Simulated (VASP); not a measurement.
Wanted: the native input for a VASP 6.6.1 run.

| Item | Value |
| --- | --- |
| Task | single point |
| Functional | PBE |
| Potentials or basis | VASP PAW PBE potentials, release 64 (Cu) |
| Cutoff | 520 eV |
| k mesh | 24 × 24 × 24 |
| Occupations | gaussian, width 0.15 eV |
| Spin | no spin polarisation |
| Dipole correction | no |
| Further INCAR settings | ALGO = Normal; EDIFF = 1e-07; NBANDS = 12 |

The structure of Cu lies in POSCAR:

```
Cu
1.0
    0.0000000000      2.0261272095      1.3771586643
    2.0261272095      0.0000000000      1.3771586643
    2.0261272095      2.0261272095      0.0000000000
Cu
1
Direct
    0.0000000000      0.0000000000      0.0000000000
```

One way to write it, as run:

INCAR

```
ALGO = Normal
EDIFF = 1E-7
ENCUT = 520
GGA = PE
ISIF = 2
ISMEAR = 0
LASPH = True
LCHARG = True
LELF = True
LREAL = False
LVHAR = True
LWAVE = False
NBANDS = 12
NELM = 60
PREC = Accurate
SIGMA = 0.15
```

KPOINTS

```
k-points
0
Gamma
  24 24 24
```

Potentials or basis: VASP PAW PBE potentials, release 64 (Cu).

Command:

```bash
$ cat potpaw_PBE.64/Cu/POTCAR > POTCAR
$ mpirun -np 1 vasp_std > vasp.out
```

It gave:

- Pressure: 10.2 GPa
- Band gap on the k mesh: zero (an odd number of electrons rules out a gap without spin polarisation)

Caveat: the cell stands under pressure.

It took 60 s on 1 thread of Intel(R) Xeon(R) 6975P-C (Granite Rapids), on a shared host, peak memory 0.25 GiB.
